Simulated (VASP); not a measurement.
# Al3Cu (P4/mmm) in VASP: a series of runs

Runs on Al3Cu. Level: PBEsol. Tasks: relaxation of the atoms.

All numbers are computed with VASP 6.6.1; they aren't measurements. Logs are shortened: lines on timing, memory, paths and dates and some standing lists are left out, and cuts for length are marked.

## 1. The cell of the first run

The structure is tetragonal, space group P4/mmm (No. 123). The conventional cell has a = 2.780 Å, b = 2.780 Å, c = 7.679 Å, α = 90.00°, β = 90.00°, γ = 90.00°. Al (site symmetry 4/mmm) has 16 Al at 2.78 to 3.93 Å and 2 Cu at 3.84 Å within 4.0 Å. Al (site symmetry 4mm) has 4 Cu at 2.60 Å and 9 Al at 2.78 to 3.39 Å within 3.4 Å. Cu (site symmetry 4/mmm) has 8 Al at 2.60 Å and 4 Cu at 2.78 Å within 3.4 Å.

## 2. Relaxation of the atoms, PBEsol (strain along c alone, the other axes held: +1.0 %)

Input file INCAR:

```
SYSTEM = Al3Cu
ALGO     = Fast           ! electronic algorithm
EDIFF    = 1E-6           ! SCF threshold, eV
EDIFFG   = -0.008         ! ionic threshold
ENCUT    = 520            ! plane-wave cutoff, eV
GGA      = PS             ! functional
IBRION   = 2              ! ionic algorithm
ISIF     = 2              ! what is computed and relaxed
ISMEAR   = 0              ! smearing method
KPAR     = 4            
LASPH    = .True.         ! aspherical terms in the spheres
LCHARG   = .False.        ! write CHGCAR
LREAL    = .False.        ! projectors in reciprocal space
LWAVE    = .False.        ! write WAVECAR
NELM     = 100            ! most SCF steps
NSW      = 60             ! ionic steps
PREC     = Accurate       ! precision mode
SIGMA    = 0.1            ! smearing width, eV
```

Input file KPOINTS:

```
k-points
0
Gamma
  18 18 8
  0 0 0
```

Input file POSCAR:

```
Al3Cu
1.0
    2.7796830103      0.0000000000      0.0000000000
    0.0000000000      2.7796830103      0.0000000000
    0.0000000000      0.0000000000      7.6789866823
Al Cu
3 1
Direct
    0.0000000000      0.0000000000      0.5000000000
    0.5000000000      0.5000000000      0.2206884218
    0.5000000000      0.5000000000      0.7793115782
    0.0000000000      0.0000000000      0.0000000000
```

Potentials or basis: VASP PAW PBE potentials, release 64 (Al, Cu).

On the command line:

```
> cat potpaw_PBE.64/Al/POTCAR potpaw_PBE.64/Cu/POTCAR > POTCAR
> mpirun -np 4 vasp_std > vasp.out
```

OUTCAR:

```text
SYSTEM = Al3Cu
   EDIFF = 1E-6
   EDIFFG = -0.008
   ENCUT = 520
   GGA = PS
   IBRION = 2
   ISIF = 2
   ISMEAR = 0
   LASPH = .True.
   LREAL = .False.
   NELM = 100
   NSW = 60
   PREC = Accurate

 ion  position               nearest neighbor table
   1  0.000  0.000  0.500-   2 2.91   3 2.91   2 2.91   3 2.91   2 2.91   3 2.91   2 2.91   3 2.91

   2  0.500  0.500  0.221-   4 2.60   4 2.60   4 2.60   4 2.60   1 2.91   1 2.91   1 2.91   1 2.91

   3  0.500  0.500  0.779-   4 2.60   4 2.60   4 2.60   4 2.60   1 2.91   1 2.91   1 2.91   1 2.91

   4  0.000  0.000  0.000-   2 2.60   3 2.60   2 2.60   3 2.60   2 2.60   3 2.60   2 2.60   3 2.60

  LATTYP: Found a simple tetragonal cell.
 ALAT       =     2.7796830103
 C/A-ratio  =     2.7625404242

  Lattice vectors:

 A1 = (   2.7796830103,   0.0000000000,   0.0000000000)
 A2 = (   0.0000000000,   2.7796830103,   0.0000000000)
 A3 = (   0.0000000000,   0.0000000000,   7.6789866823)

Analysis of symmetry for initial positions (statically):
=====================================================================
 Subroutine PRICEL returns:
 Original cell was already a primitive cell.

 Routine SETGRP: Setting up the symmetry group for a
 simple tetragonal supercell.

 Subroutine GETGRP returns: Found 16 space group operations
 (whereof 16 operations were pure point group operations)
 out of a pool of 16 trial point group operations.

The static configuration has the point symmetry D_4h.

Analysis of symmetry for dynamics (positions and initial velocities):
=====================================================================
 Subroutine PRICEL returns:
 Original cell was already a primitive cell.

 Routine SETGRP: Setting up the symmetry group for a
 simple tetragonal supercell.

 Subroutine GETGRP returns: Found 16 space group operations
 (whereof 16 operations were pure point group operations)
 out of a pool of 16 trial point group operations.

The dynamic configuration has the point symmetry D_4h.

 Subroutine INISYM returns: Found 16 space group operations
 (whereof 16 operations are pure point group operations),
 and found     1 'primitive' translations

----------------------------------------------------------------------------------------

                                     Primitive cell

  volume of cell :      59.3327

  direct lattice vectors                    reciprocal lattice vectors
     2.779683010  0.000000000  0.000000000     0.359753251  0.000000000  0.000000000
     0.000000000  2.779683010  0.000000000     0.000000000  0.359753251  0.000000000
     0.000000000  0.000000000  7.678986682     0.000000000  0.000000000  0.130225516

  length of vectors
     2.779683010  2.779683010  7.678986682     0.359753251  0.359753251  0.130225516

  position of ions in fractional coordinates (direct lattice)
     0.000000000  0.000000000  0.500000000
     0.500000000  0.500000000  0.220688422
     0.500000000  0.500000000  0.779311578
     0.000000000  0.000000000  0.000000000

  ion indices of the primitive-cell ions
   primitive index   ion index
                 1           1
                 2           2
                 3           3
                 4           4

----------------------------------------------------------------------------------------

 KPOINTS: k-points

Automatic generation of k-mesh.
 Grid dimensions read from file:
 generate k-points for:   18   18    8

 Generating k-lattice:

  Cartesian coordinates                     Fractional coordinates (reciprocal lattice)
     0.019986292  0.000000000  0.000000000     0.055555556  0.000000000  0.000000000
     0.000000000  0.019986292  0.000000000     0.000000000  0.055555556  0.000000000
     0.000000000  0.000000000  0.016278189     0.000000000  0.000000000  0.125000000

  Length of vectors
     0.019986292  0.019986292  0.016278189

  Shift w.r.t. Gamma in fractional coordinates (k-lattice)
     0.000000000  0.000000000  0.000000000

 Subroutine IBZKPT returns following result:
 ===========================================

 Found    275 irreducible k-points:

 Following reciprocal coordinates:
            Coordinates               Weight
  0.000000  0.000000  0.000000      1.000000
  0.055556  0.000000  0.000000      4.000000
  0.111111  0.000000  0.000000      4.000000
  0.166667  0.000000  0.000000      4.000000
  0.222222  0.000000  0.000000      4.000000
  0.277778  0.000000  0.000000      4.000000
[... 16 lines left out ...]
  0.277778  0.111111  0.000000      8.000000
  0.333333  0.111111  0.000000      8.000000
 [... further k-points ...]
   k-points           NKPTS =    275   k-points in BZ     NKDIM =    275   number of bands    NBANDS=     14
   number of dos      NEDOS =    301   number of ions     NIONS =      4
   total plane-waves  NPLWV =  34560
   dimension x,y,z NGX =    24 NGY =   24 NGZ =   60
   dimension x,y,z NGXF=    48 NGYF=   48 NGZF=  120
   ions per type =               3   1
   NGX,Y,Z   is equivalent  to a cutoff of  14.35, 14.35, 12.99 a.u.
   NGXF,Y,Z  is equivalent  to a cutoff of  28.71, 28.71, 25.98 a.u.
 SYSTEM =  Al3Cu
   PREC   = accura    normal or accurate (medium, high low for compatibility)
   ISTART =      0    job   : 0-new  1-cont  2-samecut
   ICHARG =      2    charge: 1-file 2-atom 10-const
   ISPIN  =      1    spin polarized calculation?
   LNONCOLLINEAR =      F non collinear calculations
   LSORBIT =      F    spin-orbit coupling
   LASPH  =      T    aspherical Exc in radial PAW
   ENCUT  =  520.0 eV  38.22 Ry    6.18 a.u.   5.17  5.17 14.28*2*pi/ulx,y,z
   NELM   =    100;   NELMIN=  2; NELMDL= -5     # of ELM steps
   EDIFF  = 0.1E-05   stopping-criterion for ELM
   LREAL  =      F    real-space projection
   EDIFFG = -.8E-02   stopping-criterion for IOM
   NSW    =     60    number of steps for IOM
   IBRION =      2    ionic relax: 0-MD 1-quasi-New 2-CG
   NFREE  =      1    steps in history (QN), initial steepest desc. (CG)
   ISIF   =      2    stress and relaxation
   ISYM   =      2    0-nonsym 1-usesym 2-fastsym
   POTIM  = 0.5000    time-step for ionic-motion
   TEBEG  =    0.0;   TEEND  =   0.0 temperature during run
   PSTRESS=    0.0 pullay stress
   NELECT =      20.0000    total number of electrons
   NUPDOWN=      -1.0000    fix difference up-down
   EMIN   =  10.00;   EMAX   =-10.00  energy-range for DOS
   EFERMI =   0.00;   METHOD = LEGACY
   ISMEAR =     0;   SIGMA  =   0.10  broadening in eV -4-tet -1-fermi 0-gaus
   EFERMI_NEDOS =   21; number of points for ismear=-14 and -15
   IALGO  =     68    algorithm
   IMIX   =      4    mixing-type and parameters
     AMIX     =   0.40;   BMIX     =  1.00
     AMIX_MAG =   1.60;   BMIX_MAG =  1.00
  volume/ion in A,a.u.               =      14.83       100.10
  Fermi-wavevector in a.u.,A,eV,Ry     =   1.139340  2.153040 17.661663  1.298096
  Thomas-Fermi vector in A             =   2.276044
   LORBIT       =      0    0 simple, 1 ext, 2 COOP (PROOUT), +10 PAW based schemes
   GGA     = PS    functional components
   LHFCALC =     F    Hartree Fock is set to
   AEXX    =    0.0000 exact exchange contribution
   IVDW    =     0    specifies the selected vdW correction
   LEPSILON=     F    determine dielectric tensor
   LRPA    =     F    only Hartree local field effects (RPA)
 conjugate gradient relaxation of ions
 non-spin polarized calculation
 RMM-DIIS sequential band-by-band and
 Gauss-broadening in eV      SIGMA  =   0.10
  energy-cutoff  :      520.00
  volume of cell :       59.33
 maximum number of plane-waves:      1622
 NGX is ok and might be reduce to    24
   NGX = 11   NGY = 11   NGZ = 29

--------------------------------------- Ionic step        1  -------------------------------------------

 number of electron      20.0000002 magnetization

 Free energy of the ion-electron system (eV)
  ---------------------------------------------------
  ext. energy  EPLUGINS =         0.00000000
  ---------------------------------------------------
  free energy    TOTEN  =       -16.97606226 eV

  energy without entropy =      -16.97125325  energy(sigma->0) =      -16.97365776

------------------------ aborting loop because EDIFF is reached ----------------------------------------

  FORCE on cell =-STRESS in cart. coord.  units (eV):
  Direction    XX          YY          ZZ          XY          YZ          ZX
  --------------------------------------------------------------------------------------
  -------------------------------------------------------------------------------------
  Total       -0.0922624     -0.0922624     -0.7724059      0.0000000      0.0000000     -0.0000000
  in kB       -2.4913841     -2.4913841    -20.8574730      0.0000000      0.0000000     -0.0000000
  external PRESSURE =      -8.6134137 kB  Pullay stress =       0.0000000 kB
[... 61 lines left out ...]
  energy  without entropy=      -16.9715052214  energy(sigma->0) =      -16.97390673

--------------------------------------- Ionic step        3  -------------------------------------------

 number of electron      20.0000002 magnetization

 Free energy of the ion-electron system (eV)
  ---------------------------------------------------
  ext. energy  EPLUGINS =         0.00000000
  ---------------------------------------------------
  free energy    TOTEN  =       -16.97653474 eV

  energy without entropy =      -16.97174094  energy(sigma->0) =      -16.97413784

 E-fermi :   8.3032     XC(G=0): -10.9023

 val. band max:        8.2984012467   @ k =   0.2778   0.2778   0.5000
 cond. band min:       8.3090550541   @ k =   0.3333   0.0000   0.1250
 fundamental gap:      0.0106538073
 Fermi energy:         8.3031764196

 k-point     1 :       0.0000    0.0000    0.0000
  band No.  band energies     occupation
      1      -2.8463      2.00000
      2      -0.4988      2.00000
      3      -0.1895      2.00000
      4       3.8080      2.00000
      5       3.8641      2.00000
      6       4.6864      2.00000
      7       4.6864      2.00000
      8       5.0794      2.00000
      9       6.3705      2.00000
     10       8.6131      0.00001
     11      14.7370      0.00000
     12      15.0096      0.00000
     13      15.0096      0.00000
     14      16.2309      0.00000
[... 375 lines left out ...]
 k-point    24 :       0.3333    0.1111    0.0000
  band No.  band energies     occupation
      1      -0.5000      2.00000
      2       1.5333      2.00000
      3       2.1103      2.00000
      4       3.9795      2.00000
      5       4.0969      2.00000
      6       4.2329      2.00000
      7       4.6991      2.00000
      8       4.7126      2.00000
      9       6.2889      2.00000
     10       8.1785      1.92221
     11       8.9946      0.00000
     12       9.3076      0.00000
     13      10.5263      0.00000
     14      14.1598      0.00000

 [... further k-points ...]
[... 5 lines left out ...]
  --------------------------------------------------------------------------------------
  -------------------------------------------------------------------------------------
  Total       -0.1070014     -0.1070014     -0.7508489      0.0000000      0.0000000     -0.0000000
  in kB       -2.8893873     -2.8893873    -20.2753633      0.0000000      0.0000000     -0.0000000
  external PRESSURE =      -8.6847127 kB  Pullay stress =       0.0000000 kB
[... 19 lines left out ...]
  FREE ENERGIE OF THE ION-ELECTRON SYSTEM (eV)
  ---------------------------------------------------
  free  energy   TOTEN  =       -16.9765347362 eV

  energy  without entropy=      -16.9717409390  energy(sigma->0) =      -16.97413784

 reached required accuracy - stopping structural energy minimisation
```

It took 4.7 min on 4 MPI ranks of Oxide Virtual Turin-like, shared host; peak memory 0.35 GiB.

What came out:

* Free energy: -16.9765 eV
* Energy gained by relaxing: 0.1 meV/atom
* Ionic steps: 3
* Pressure after relaxing: -0.9 GPa
* Band gap on the k mesh: zero (bands 10 and 11 overlap by 5.81 eV)

The path:
```csv
step,energy change (eV),largest force (eV/Å),pressure (GPa)
1,0.0000,0.0549,-0.86
2,-0.0002,0.0377,-0.79
3,-0.0005,0.0008,-0.87
```

Final structure:
```
Al Cu
1.0
     2.77968    0.00000    0.00000
     0.00000    2.77968    0.00000
     0.00000    0.00000    7.67899
Al Cu
3 1
Direct
  0.00000 0.00000 0.50000
  0.50000 0.50000 0.22179
  0.50000 0.50000 0.77821
  0.00000 0.00000 0.00000
```

Caveat: the cell differs from its parent crystal (strain along c alone, the other axes held: +1.0 %); the PAW data sets were made with another functional, which shifts forces and pressure a little.

## 3. Relaxation of the atoms, PBEsol (strain along c alone, the other axes held: -2.0 %)

Input file INCAR:

```
ALGO = Fast
EDIFF = 1E-6
EDIFFG = -0.008
ENCUT = 520
GGA = PS
IBRION = 2
ISIF = 2
ISMEAR = 0
KPAR = 4
LASPH = True
LCHARG = False
LREAL = False
LWAVE = False
NELM = 100
NSW = 60
PREC = Accurate
SIGMA = 0.1
```

Input file KPOINTS:

```
k-points
0
Gamma
  18 18 8
```

Input file POSCAR:

```
Al3Cu
1.0
    2.7796830103      0.0000000000      0.0000000000
    0.0000000000      2.7796830103      0.0000000000
    0.0000000000      0.0000000000      7.4508979689
Al Cu
3 1
Direct
    0.0000000000      0.0000000000      0.5000000000
    0.5000000000      0.5000000000      0.2218162507
    0.5000000000      0.5000000000      0.7781837493
    0.0000000000      0.0000000000      0.0000000000
```

Potentials or basis: VASP PAW PBE potentials, release 64 (Al, Cu).

On the command line:

```
> cat potpaw_PBE.64/Al/POTCAR potpaw_PBE.64/Cu/POTCAR > POTCAR
> mpirun -np 4 vasp_std > vasp.out
```

Run time: 3.5 min. Hardware: 4 MPI ranks of Oxide Virtual Turin-like, shared host; peak memory 0.34 GiB.

It converged, with:

```
Free energy               : -16.9653 eV
Energy gained by relaxing : 0.0 meV/atom
Ionic steps               : 3
Pressure after relaxing   : 2.3 GPa
Band gap on the k mesh    : zero (bands 10 and 11 overlap by 6.55 eV)
```

Stress tensor (GPa, compression positive):
```
1.37 0.00 0.00
0.00 1.37 0.00
0.00 0.00 4.06
```

The path:
```
step  energy change (eV)  largest force (eV/Å)  pressure (GPa)
   1              0.0000                0.0345            2.07
   2             -0.0001                0.0226            2.08
   3             -0.0002                0.0002            2.27
```

Final structure:
```yaml
crystal:
  lattice:
    - [2.77968, 0.00000, 0.00000]
    - [0.00000, 2.77968, 0.00000]
    - [0.00000, 0.00000, 7.45090]
  atoms:
    - { symbol: Al, position: [0.00000, 0.00000, 0.50000] }
    - { symbol: Al, position: [0.50000, 0.50000, 0.22246] }
    - { symbol: Al, position: [0.50000, 0.50000, 0.77754] }
    - { symbol: Cu, position: [0.00000, 0.00000, 0.00000] }
```

Levels at points of the mesh, in eV from the Fermi level:
| k point | band 7 | band 8 | band 9 | band 10 | band 11 | band 12 | band 13 | band 14 |
| --- | --- | --- | --- | --- | --- | --- | --- | --- |
| (0.00, 0.00, 0.00) | -3.71 | -3.32 | -1.60 | 0.80 | 6.27 | 6.50 | 6.50 | 7.89 |
| (0.50, 0.00, 0.00) | -3.80 | -3.70 | -3.61 | -2.36 | -1.92 | 2.85 | 4.07 | 4.25 |
| (0.50, 0.50, 0.00) | -2.65 | -0.57 | -0.47 | 0.10 | 0.10 | 0.50 | 0.50 | 0.66 |
| (0.00, 0.00, 0.50) | -3.71 | -3.51 | -3.32 | 4.52 | 6.01 | 6.26 | 7.08 | 7.08 |
| (0.50, 0.00, 0.50) | -3.80 | -3.61 | -2.68 | -0.98 | -0.89 | 0.12 | 0.95 | 8.95 |
| (0.50, 0.50, 0.50) | -1.93 | -1.73 | -1.73 | -0.64 | -0.62 | 0.54 | 1.61 | 3.30 |

Caveat: the cell differs from its parent crystal (strain along c alone, the other axes held: -2.0 %); the PAW data sets were made with another functional, which shifts forces and pressure a little.
